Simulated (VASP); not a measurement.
Write the native input for VASP 6.6.1 that does the following.

| Property | Result |
| --- | --- |
| Task | single point |
| Functional | PBEsol |
| Potentials or basis | VASP PAW PBE potentials, release 64 (Al, Ga_d, N) |
| Cutoff | 520 eV |
| k mesh | 6 × 6 × 6 |
| Occupations | gaussian, width 0.05 eV |
| Spin | no spin polarisation |
| Dipole correction | no |
| Further INCAR settings | ALGO = Normal; EDIFF = 1e-06; NBANDS = 41 |

The structure of AlGa3N4 lies in POSCAR:

```
AlGa3N4
1.0
    4.5793186394      0.0000000000      0.0000000000
    0.0000000000      4.5793186394      0.0000000000
    0.0000000000      0.0000000000      4.3559372424
Al Ga N
1 3 4
Direct
    0.0000000000      0.0000000000      0.0000000000
    0.5000000000      0.5000000000      0.0000000000
    0.5000000000      0.0000000000      0.5000000000
    0.0000000000      0.5000000000      0.5000000000
    0.7550309200      0.7550309200      0.2449690800
    0.7550309200      0.2449690800      0.7550309200
    0.2449690800      0.7550309200      0.7550309200
    0.2449690800      0.2449690800      0.2449690800
```

This cell differs from its parent crystal: strain +0.025 along x and y, -0.025 along z.

The input as run:

INCAR

```
PREC = Accurate
ENCUT = 520
EDIFF = 1E-6
ISMEAR = 0
SIGMA = 0.05
LREAL = False
LASPH = True
NELM = 60
ALGO = Normal
ISIF = 2
LWAVE = False
LCHARG = False
GGA = PS
NBANDS = 41
```

KPOINTS

```
Automatic mesh
0
Gamma
  6 6 6
```

Potentials or basis: VASP PAW PBE potentials, release 64 (Al, Ga_d, N).

Launch:

```console
$ cat potpaw_PBE.64/Al/POTCAR potpaw_PBE.64/Ga_d/POTCAR potpaw_PBE.64/N/POTCAR > POTCAR
$ mpirun -np 1 vasp_std > vasp.out
```

Results of the run:

| Item | Value |
| --- | --- |
| Pressure | -4.7 GPa |
| Largest force | 0.049 eV/Å |
| Band gap on the k mesh | 2.00 eV, direct |

Caveat: the cell differs from its parent crystal (strain +0.025 along x and y, -0.025 along z); the PAW data sets were made with another functional, which shifts forces and pressure a little.

It took 60 s on 1 thread of Intel(R) Xeon(R) 6975P-C (Granite Rapids) (shared host), peak memory 0.26 GiB.
